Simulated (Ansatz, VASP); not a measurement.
GaN in VASP and in Ansatz

INCAR

```
SYSTEM = GaN
  PREC = Accurate
  ENCUT = 520
  EDIFF = 1E-7
  ISMEAR = 0
  SIGMA = 0.05
  LREAL = .FALSE.
  LASPH = .TRUE.
  NELM = 60
  ALGO = Normal
  ISIF = 2
  LWAVE = .FALSE.
  LCHARG = .TRUE.
  GGA = PE
  LELF = .TRUE.
  LVHAR = .TRUE.
  NBANDS = 46
```

File KPOINTS:

```
regular mesh
0
G
  8 6 6
  0 0 0
```

Contents of POSCAR:

```
GaN
1.0
   -3.2185392732      0.0000000000      0.0000000000
    0.0000000000      0.0000000000     -5.2433778863
    0.0000000001     -5.5746735474      0.0000000000
Ga N
4 4
Direct
    0.5000000000      0.0016143140      0.1666661118
    0.0000000000      0.0016143140      0.6666661118
    0.0000000000      0.5016143140      0.3333338882
    0.5000000000      0.5016143140      0.8333338882
    0.5000000000      0.6203985942      0.1666631497
    0.0000000000      0.6203985942      0.6666631497
    0.0000000000      0.1203985942      0.3333368503
    0.5000000000      0.1203985942      0.8333368503
```

Input for Ansatz:

```yaml
crystal:
  lattice:
    - [-3.2185392732, 0.0, 0.0]
    - [0.0, 0.0, -5.2433778863]
    - [1.0e-10, -5.5746735474, 0.0]
  atoms:
    - { symbol: Ga, position: [0.5, 0.001614314, 0.1666661118] }
    - { symbol: Ga, position: [0.0, 0.001614314, 0.6666661118] }
    - { symbol: Ga, position: [0.0, 0.501614314, 0.3333338882] }
    - { symbol: Ga, position: [0.5, 0.501614314, 0.8333338882] }
    - { symbol: "N", position: [0.5, 0.6203985942, 0.1666631497] }
    - { symbol: "N", position: [0.0, 0.6203985942, 0.6666631497] }
    - { symbol: "N", position: [0.0, 0.1203985942, 0.3333368503] }
    - { symbol: "N", position: [0.5, 0.1203985942, 0.8333368503] }
basis:
  ecutwfc: 520.0
kpoints:
  mp_grid: { grid: [8, 6, 6] }
hamiltonian:
  xc: pbe
  pseudopotentials: { kind: paw, azcp: { folder: soft_1 } }
scf:
  occupations: { method: gaussian, width: 0.05 }
output:
  forces: true
  stress: true
  eigenvalues: true
```

Change from the starting cell: mode 11 frozen in at +0.000 Å and mode 13 at +0.020 Å (largest displacements).

Alike in both runs: task single point; functional PBE; k mesh 8 × 6 × 6; occupations gaussian, width 0.05 eV; no spin polarisation.

|  | VASP | Ansatz |
| --- | --- | --- |
| version | VASP 6.6.1 | Ansatz 0.2.0 |
| potentials or method | VASP PAW PBE potentials, release 64 (Ga_d, N), cutoff 520 eV | scalar-relativistic, plane waves, PAW |
| valence electrons in the cell | 72 | 72 |

```tsv
	VASP	Ansatz	Ansatz less VASP
gap on the k mesh at the Fermi level (eV)	1.71	1.70	-0.002
least direct gap on the mesh (eV)	1.71	1.70	-0.002
pressure (GPa)	0.2	0.1	-0.07
traceless stress, the component that is largest in VASP (GPa)	-1.26	-1.31	-0.048
rms of the force components (eV/Å)	0.135	0.137	+0.0018
```

Atom by atom the forces differ by 0.002 eV/Å (rms over components).
